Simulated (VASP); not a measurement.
**Bi: single point with r2SCAN**

Bi:

```
Bi
1.0
     2.26726    1.30900    4.11667
    -2.26726    1.30900    4.11667
     0.00000   -2.61800    4.11667
Bi
2
Direct
  0.23171 0.23171 0.23171
  0.76829 0.76829 0.76829
```

```yaml
Program: VASP 6.6.1
Task: single point
Functional: r2SCAN
Potentials_or_basis: VASP PAW PBE potentials, release 64 (Bi_d)
Cutoff: 520 eV
k_mesh: 9 × 9 × 9
Occupations: methfessel-paxton, width 0.1 eV
Spin: no spin polarisation
```

```json
{"Pressure": "0.0 GPa", "Largest force": "0.007 eV/Å"}
```

Forces on the atoms (eV/Å):
```
Bi   0.000  0.000  0.007
Bi   0.000  0.000 -0.007
```

Levels at points of the mesh, in eV from the Fermi level:
| k point | band 13 | band 14 | band 15 | band 16 | band 17 | band 18 |
| --- | --- | --- | --- | --- | --- | --- |
| (0.00, 0.00, 0.00) | -1.73 | -1.22 | -1.22 | 2.34 | 2.92 | 2.92 |

Wall time 9.4 min on 1 thread of Intel Xeon 8259CL (shared host), peak memory 0.28 GiB.

Caveat: the PAW data sets were made with another functional, which shifts forces and pressure a little; spin-orbit coupling is left out, which moves the levels of the heavy elements.
